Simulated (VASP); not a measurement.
# CdBi2 (P6_3/mmc) in VASP: notebook

The runs below take CdBi2 through single point, with PBE.

Program: VASP 6.6.1. These are calculated values, not measurements. Logs are shortened: lines on timing, memory, paths and dates and some standing lists are left out, and cuts for length are marked.

## 1. The cell of the first run

It takes space group P6_3/mmc (No. 194, hexagonal). Conventional cell: a = 3.842 Å, b = 3.842 Å, c = 14.175 Å, α = 90.00°, β = 90.00°, γ = 120.00°. Within 4.1 Å of Cd (site symmetry -6m2) lie 6 Bi at 3.13 Å and 6 Cd at 3.84 Å. Within 4.1 Å of Bi (site symmetry 3m) lie 3 Cd at 3.13 Å and 9 Bi at 3.47 to 3.84 Å.

## 2. Single point, PBE

Contents of INCAR:

```
SYSTEM = CdBi2
PREC = Accurate ; ENCUT = 520
EDIFF = 1E-7 ; ISMEAR = 0
SIGMA = 0.1 ; LREAL = .FALSE.
LASPH = .TRUE. ; NELM = 100
ALGO = Fast ; ISIF = 2
LWAVE = .FALSE. ; LCHARG = .FALSE.
GGA = PE ; NBANDS = 51
```

Contents of KPOINTS:

```
Automatic mesh
0
G
  6 6 2
  0 0 0
```

Contents of POSCAR:

```
CdBi2
1.0
    3.8416883452      0.0000000000      0.0000000000
   -1.9208441726      3.3269997004      0.0000000000
    0.0000000000      0.0000000000     14.1753959524
Cd Bi
2 4
Direct
    0.3333333333      0.6666666667      0.2500000000
    0.6666666667      0.3333333333      0.7500000000
    0.3333333333      0.6666666667      0.5940792030
    0.6666666667      0.3333333333      0.0940792030
    0.3333333333      0.6666666667      0.9059207970
    0.6666666667      0.3333333333      0.4059207970
```

Potentials or basis: VASP PAW PBE potentials, release 64 (Cd, Bi_d).

Command:

```sh
> cat potpaw_PBE.64/Cd/POTCAR potpaw_PBE.64/Bi_d/POTCAR > POTCAR
> mpirun -np 1 vasp_std > vasp.out
```

OUTCAR:

```text
SYSTEM = CdBi2
   PREC = Accurate
   ENCUT = 520
   EDIFF = 1E-7
   ISMEAR = 0
   LREAL = .FALSE.
   LASPH = .TRUE.
   NELM = 100
   ISIF = 2
   GGA = PE

 ion  position               nearest neighbor table
   1  0.333  0.667  0.250-   4 3.13   6 3.13   4 3.13   6 3.13   4 3.13   6 3.13
   2  0.667  0.333  0.750-   3 3.13   5 3.13   3 3.13   5 3.13   3 3.13   5 3.13
   3  0.333  0.667  0.594-   2 3.13   2 3.13   2 3.13   6 3.47   6 3.47   6 3.47
   4  0.667  0.333  0.094-   1 3.13   1 3.13   1 3.13   5 3.47   5 3.47   5 3.47
   5  0.333  0.667  0.906-   2 3.13   2 3.13   2 3.13   4 3.47   4 3.47   4 3.47
   6  0.667  0.333  0.406-   1 3.13   1 3.13   1 3.13   3 3.47   3 3.47   3 3.47

  LATTYP: Found a hexagonal cell.
 ALAT       =     3.8416883452
 C/A-ratio  =     3.6898870181

  Lattice vectors:

 A1 = (   3.8416883452,   0.0000000000,   0.0000000000)
 A2 = (  -1.9208441726,   3.3269997004,   0.0000000000)
 A3 = (   0.0000000000,   0.0000000000,  14.1753959524)

Analysis of symmetry for initial positions (statically):
=====================================================================
 Subroutine PRICEL returns:
 Original cell was already a primitive cell.

 Routine SETGRP: Setting up the symmetry group for a
 hexagonal supercell.

 Subroutine GETGRP returns: Found 24 space group operations
 (whereof 12 operations were pure point group operations)
 out of a pool of 24 trial point group operations.

The static configuration has the point symmetry D_3d.
 The point group associated with its full space group is D_6h.

Analysis of symmetry for dynamics (positions and initial velocities):
=====================================================================
 Subroutine PRICEL returns:
 Original cell was already a primitive cell.

 Routine SETGRP: Setting up the symmetry group for a
 hexagonal supercell.

 Subroutine GETGRP returns: Found 24 space group operations
 (whereof 12 operations were pure point group operations)
 out of a pool of 24 trial point group operations.

The dynamic configuration has the point symmetry D_3d.
 The point group associated with its full space group is D_6h.

 Subroutine INISYM returns: Found 24 space group operations
 (whereof 12 operations are pure point group operations),
 and found     1 'primitive' translations

----------------------------------------------------------------------------------------

                                     Primitive cell

  volume of cell :     181.1799

  direct lattice vectors                    reciprocal lattice vectors
     3.841688345  0.000000000  0.000000000     0.260302219  0.150285556  0.000000000
    -1.920844173  3.326999700  0.000000000     0.000000000  0.300571112  0.000000000
     0.000000000  0.000000000 14.175395952     0.000000000  0.000000000  0.070544767

  length of vectors
     3.841688345  3.841688345 14.175395952     0.300571112  0.300571112  0.070544767

  position of ions in fractional coordinates (direct lattice)
     0.333333333  0.666666667  0.250000000
     0.666666667  0.333333333  0.750000000
     0.333333333  0.666666667  0.594079203
     0.666666667  0.333333333  0.094079203
     0.333333333  0.666666667  0.905920797
     0.666666667  0.333333333  0.405920797

  ion indices of the primitive-cell ions
   primitive index   ion index
                 1           1
                 2           2
                 3           3
                 4           4
                 5           5
                 6           6

----------------------------------------------------------------------------------------

 KPOINTS: Automatic mesh

Automatic generation of k-mesh.
 Grid dimensions read from file:
 generate k-points for:    6    6    2

 Generating k-lattice:

  Cartesian coordinates                     Fractional coordinates (reciprocal lattice)
     0.043383703  0.025047593  0.000000000     0.166666667  0.000000000  0.000000000
     0.000000000  0.050095185  0.000000000     0.000000000  0.166666667  0.000000000
     0.000000000  0.000000000  0.035272383     0.000000000  0.000000000  0.500000000

  Length of vectors
     0.050095185  0.050095185  0.035272383

  Shift w.r.t. Gamma in fractional coordinates (k-lattice)
     0.000000000  0.000000000  0.000000000

 Subroutine IBZKPT returns following result:
 ===========================================

 Found     14 irreducible k-points:

 Following reciprocal coordinates:
            Coordinates               Weight
  0.000000  0.000000  0.000000      1.000000
  0.166667  0.000000  0.000000      6.000000
  0.333333 -0.000000  0.000000      6.000000
  0.500000  0.000000  0.000000      3.000000
  0.166667  0.166667  0.000000      6.000000
  0.333333  0.166667  0.000000     12.000000
  0.333333  0.333333  0.000000      2.000000
  0.000000  0.000000  0.500000      1.000000
  0.166667  0.000000  0.500000      6.000000
  0.333333 -0.000000  0.500000      6.000000
  0.500000  0.000000  0.500000      3.000000
  0.166667  0.166667  0.500000      6.000000
  0.333333  0.166667  0.500000     12.000000
  0.333333  0.333333  0.500000      2.000000
   k-points           NKPTS =     14   k-points in BZ     NKDIM =     14   number of bands    NBANDS=     51
   number of dos      NEDOS =    301   number of ions     NIONS =      6
   total plane-waves  NPLWV =  97200
   dimension x,y,z NGX =    30 NGY =   30 NGZ =  108
   dimension x,y,z NGXF=    60 NGYF=   60 NGZF=  216
   ions per type =               2   4
   NGX,Y,Z   is equivalent  to a cutoff of  12.98, 12.98, 12.67 a.u.
   NGXF,Y,Z  is equivalent  to a cutoff of  25.96, 25.96, 25.33 a.u.
 SYSTEM =  CdBi2
   PREC   = accura    normal or accurate (medium, high low for compatibility)
   ISTART =      0    job   : 0-new  1-cont  2-samecut
   ICHARG =      2    charge: 1-file 2-atom 10-const
   ISPIN  =      1    spin polarized calculation?
   LNONCOLLINEAR =      F non collinear calculations
   LSORBIT =      F    spin-orbit coupling
   LASPH  =      T    aspherical Exc in radial PAW
   ENCUT  =  520.0 eV  38.22 Ry    6.18 a.u.   7.14  7.14 26.36*2*pi/ulx,y,z
   NELM   =    100;   NELMIN=  2; NELMDL= -5     # of ELM steps
   EDIFF  = 0.1E-06   stopping-criterion for ELM
   LREAL  =      F    real-space projection
   EDIFFG = 0.1E-05   stopping-criterion for IOM
   NSW    =      0    number of steps for IOM
   IBRION =     -1    ionic relax: 0-MD 1-quasi-New 2-CG
   NFREE  =      0    steps in history (QN), initial steepest desc. (CG)
   ISIF   =      2    stress and relaxation
   ISYM   =      2    0-nonsym 1-usesym 2-fastsym
   POTIM  = 0.5000    time-step for ionic-motion
   TEBEG  =    0.0;   TEEND  =   0.0 temperature during run
   PSTRESS=    0.0 pullay stress
   NELECT =      84.0000    total number of electrons
   NUPDOWN=      -1.0000    fix difference up-down
   EMIN   =  10.00;   EMAX   =-10.00  energy-range for DOS
   EFERMI =   0.00;   METHOD = LEGACY
   ISMEAR =     0;   SIGMA  =   0.10  broadening in eV -4-tet -1-fermi 0-gaus
   EFERMI_NEDOS =   21; number of points for ismear=-14 and -15
   IALGO  =     68    algorithm
   IMIX   =      4    mixing-type and parameters
     AMIX     =   0.40;   BMIX     =  1.00
     AMIX_MAG =   1.60;   BMIX_MAG =  1.00
  volume/ion in A,a.u.               =      30.20       203.78
  Fermi-wavevector in a.u.,A,eV,Ry     =   1.267062  2.394400 21.843423  1.605446
  Thomas-Fermi vector in A             =   2.400230
   LORBIT       =      0    0 simple, 1 ext, 2 COOP (PROOUT), +10 PAW based schemes
   GGA     = PE    functional components
   LHFCALC =     F    Hartree Fock is set to
   AEXX    =    0.0000 exact exchange contribution
   IVDW    =     0    specifies the selected vdW correction
   LEPSILON=     F    determine dielectric tensor
   LRPA    =     F    only Hartree local field effects (RPA)
 non-spin polarized calculation
 RMM-DIIS sequential band-by-band and
 Gauss-broadening in eV      SIGMA  =   0.10
  energy-cutoff  :      520.00
  volume of cell :      181.18
 maximum number of plane-waves:      4911
 NGX is ok and might be reduce to    30
   NGX = 15   NGY = 15   NGZ = 53

 number of electron      84.0000019 magnetization

 Free energy of the ion-electron system (eV)
  ---------------------------------------------------
  ext. energy  EPLUGINS =         0.00000000
  ---------------------------------------------------
  free energy    TOTEN  =       -15.98802131 eV

  energy without entropy =      -15.97687560  energy(sigma->0) =      -15.98244845

 E-fermi :   5.8033     XC(G=0): -10.0659

 val. band max:        5.6718126105   @ k =   0.3333   0.1667   0.5000
 cond. band min:       5.8146256593   @ k =   0.3333  -0.0000   0.0000
 fundamental gap:      0.1428130488
 Fermi energy:         5.8032694960

 k-point     1 :       0.0000    0.0000    0.0000
  band No.  band energies     occupation
      1     -17.1741      2.00000
      2     -17.1741      2.00000
      3     -17.1730      2.00000
      4     -17.1730      2.00000
      5     -17.1649      2.00000
      6     -17.1649      2.00000
[... 43 lines left out ...]
     50      11.6482      0.00000
     51      11.7710      0.00000

 k-point     2 :       0.1667    0.0000    0.0000
  band No.  band energies     occupation
      1     -17.1832      2.00000
      2     -17.1807      2.00000
      3     -17.1701      2.00000
      4     -17.1688      2.00000
      5     -17.1678      2.00000
      6     -17.1675      2.00000
[... 43 lines left out ...]
     50      11.6144      0.00000
     51      11.6933      0.00000

 k-point     3 :       0.3333   -0.0000    0.0000
  band No.  band energies     occupation
      1     -17.1927      2.00000
      2     -17.1899      2.00000
      3     -17.1745      2.00000
      4     -17.1724      2.00000
      5     -17.1707      2.00000
      6     -17.1698      2.00000
[... 43 lines left out ...]
     50      10.1273      0.00000
     51      11.2042      0.00000
[... 487 lines left out ...]
 k-point    13 :       0.3333    0.1667    0.5000
  band No.  band energies     occupation
      1     -17.1856      2.00000
      2     -17.1856      2.00000
      3     -17.1795      2.00000
      4     -17.1795      2.00000
      5     -17.1610      2.00000
      6     -17.1610      2.00000
[... 43 lines left out ...]
     50       9.6606      0.00000
     51      11.1696      0.00000

 k-point    14 :       0.3333    0.3333    0.5000
  band No.  band energies     occupation
      1     -17.1898      2.00000
      2     -17.1898      2.00000
      3     -17.1630      2.00000
      4     -17.1630      2.00000
      5     -17.1620      2.00000
      6     -17.1620      2.00000
[... 43 lines left out ...]
     50       8.9821      0.00000
     51      10.8541      0.00000

------------------------ aborting loop because EDIFF is reached ----------------------------------------

  FORCE on cell =-STRESS in cart. coord.  units (eV):
  Direction    XX          YY          ZZ          XY          YZ          ZX
  --------------------------------------------------------------------------------------
  -------------------------------------------------------------------------------------
  Total       -0.0645285     -0.0645285      0.1733236      0.0000000     -0.0000000      0.0000000
  in kB       -0.5706266     -0.5706266      1.5327037      0.0000000     -0.0000000      0.0000000
  external PRESSURE =       0.1304835 kB  Pullay stress =       0.0000000 kB

 VOLUME and BASIS-vectors are now :
 -----------------------------------------------------------------------------
  energy-cutoff  :      520.00
  volume of cell :      181.18
      direct lattice vectors                 reciprocal lattice vectors
     3.841688345  0.000000000  0.000000000     0.260302219  0.150285556  0.000000000
    -1.920844173  3.326999700  0.000000000     0.000000000  0.300571112  0.000000000
     0.000000000  0.000000000 14.175395952     0.000000000  0.000000000  0.070544767

 POSITION                                       TOTAL-FORCE (eV/Angst)
 -----------------------------------------------------------------------------------
     -0.00000      2.21800      3.54385         0.000000      0.000000      0.000000
      1.92084      1.10900     10.63155         0.000000      0.000000      0.000000
     -0.00000      2.21800      8.42131        -0.000000      0.000000     -0.014357
      1.92084      1.10900      1.33361         0.000000     -0.000000     -0.014357
     -0.00000      2.21800     12.84179        -0.000000      0.000000      0.014357
      1.92084      1.10900      5.75409         0.000000     -0.000000      0.014357
 -----------------------------------------------------------------------------------
    total drift:                               -0.000000      0.000000      0.000000

  FREE ENERGIE OF THE ION-ELECTRON SYSTEM (eV)
  ---------------------------------------------------
  free  energy   TOTEN  =       -15.9880213109 eV

  energy  without entropy=      -15.9768755977  energy(sigma->0) =      -15.98244845
```

It took 6.9 min on 1 thread of Intel Xeon 8259CL, shared host; peak memory 0.35 GiB.

What came out:

| Quantity | Value |
| --- | --- |
| Free energy | -15.9880 eV |
| Pressure | 0.0 GPa |
| Largest force | 0.014 eV/Å |
| Band gap on the k mesh | zero (bands 42 and 43 overlap by 3.81 eV) |

Forces on the atoms (eV/Å):
```
Cd   0.000  0.000  0.000
Cd   0.000  0.000  0.000
Bi   0.000  0.000 -0.014
Bi   0.000  0.000 -0.014
Bi   0.000  0.000  0.014
Bi   0.000  0.000  0.014
```

Caveat: spin-orbit coupling is left out, which moves the levels of the heavy elements.

## 3. Single point, PBE

This run uses another cell than the first one, of 29.37 Å³/atom.

Contents of INCAR:

```
SYSTEM = CdBi2
PREC = Accurate
ENCUT = 520
EDIFF = 1E-6
ISMEAR = 0
SIGMA = 0.1
LREAL = .False.
LASPH = .True.
NELM = 80
ALGO = Fast
ISIF = 2
LWAVE = .False.
LCHARG = .True.
GGA = PE
LELF = .True.
LVHAR = .True.
NBANDS = 51
```

Contents of KPOINTS:

```
regular mesh
0
Gamma
  12 12 4
  0 0 0
```

Contents of POSCAR:

```
CdBi2
1.0
    3.5101563225      0.0000000000      0.0000000000
   -1.7550781613      3.0398845466      0.0000000000
    0.0000000000      0.0000000000     16.5158302688
Cd Bi
2 4
Direct
    0.3333333333      0.6666666667      0.2500000000
    0.6666666667      0.3333333333      0.7500000000
    0.3333333333      0.6666666667      0.5918387076
    0.6666666667      0.3333333333      0.0918387076
    0.3333333333      0.6666666667      0.9081612924
    0.6666666667      0.3333333333      0.4081612924
```

Potentials or basis: VASP PAW PBE potentials, release 64 (Cd, Bi_d).

Command:

```sh
> cat potpaw_PBE.64/Cd/POTCAR potpaw_PBE.64/Bi_d/POTCAR > POTCAR
> mpirun -np 1 vasp_std > vasp.out
```

Wall time 19 min (1 thread of Intel Xeon 8259CL, shared host); peak memory 0.57 GiB.

Results (log left out):

| Item | Value |
| --- | --- |
| Free energy | -16.2265 eV |
| Pressure | 0.0 GPa |
| Largest force | 0.009 eV/Å |
| Band gap on the k mesh | zero (bands 42 and 43 overlap by 5.37 eV) |

Forces in eV/Å, atoms in the order of the input:
```
Cd   0.000  0.000  0.000
Cd   0.000  0.000  0.000
Bi   0.000  0.000 -0.009
Bi   0.000  0.000 -0.009
Bi   0.000  0.000  0.009
Bi   0.000  0.000  0.009
```

Levels at points of the mesh, in eV from the Fermi level:
```tsv
k point	band 40	band 41	band 42	band 43	band 44	band 45
(0.00, 0.00, 0.00)	3.48	3.96	3.96	4.03	4.03	4.57
(0.50, 0.00, 0.00)	-1.69	-0.92	-0.60	0.08	0.80	1.01
(0.00, 0.00, 0.50)	1.51	3.99	3.99	3.99	3.99	4.62
(0.50, 0.00, 0.50)	-2.19	-0.71	-0.71	0.49	0.49	1.11
```

Caveat: spin-orbit coupling is left out, which moves the levels of the heavy elements.

The gap in the log of VASP goes by the Fermi energy; the results here count the filled bands.